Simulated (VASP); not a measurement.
Here is a VASP 6.6.1 calculation.

The input INCAR:

```
ALGO = Normal
EDIFF = 1E-6
EDIFFG = -0.005
ENCUT = 600
GGA = PE
IBRION = 2
ISIF = 3
ISMEAR = 0
IVDW = 12
LASPH = True
LCHARG = False
LREAL = False
LWAVE = False
NELM = 80
NSW = 70
PREC = Accurate
SIGMA = 0.1
```

Contents of KPOINTS:

```
k-points
0
Gamma
  14 14 14
```

POSCAR

```
CoSi2
1.0
    0.0000000000      2.6799219270      2.6799219270
    2.6799219270      0.0000000000      2.6799219270
    2.6799219270      2.6799219270      0.0000000000
Co Si
1 2
Direct
    0.0000000000      0.0000000000      0.0000000000
    0.2500000000      0.2500000000      0.2500000000
    0.7500000000      0.7500000000      0.7500000000
```

Potentials or basis: VASP PAW PBE potentials, release 64 (Co, Si).

Run with:

```bash
$ cat potpaw_PBE.64/Co/POTCAR potpaw_PBE.64/Si/POTCAR > POTCAR
$ mpirun -np 1 vasp_std > vasp.out
```

Problem. Estimate the dispersion energy per atom.

Solution. -0.456 eV.

Problem. What does it give for the relaxed cell?

Solution. a = 3.749 Å, b = 3.749 Å, c = 3.749 Å, α = 60.00°, β = 60.00°, γ = 60.00°.

Problem. Predict the relaxed volume.

Solution. 12.42 Å³/atom.

Step by step:
```csv
step,energy change (eV),largest force (eV/Å),pressure (GPa),volume (Å³)
1,0.0000,0.0000,-5.83,38.49
2,0.0069,0.0000,7.49,35.95
3,-0.0232,0.0000,-0.16,37.28
4,-0.0232,0.0000,0.07,37.25
5,-0.0232,0.0000,0.01,37.27
```

Caveat: pairwise dispersion overbinds metals, which lowers pressure and volume. Spin polarisation is off, so any magnetic state and its effect on volume and gap are missing.
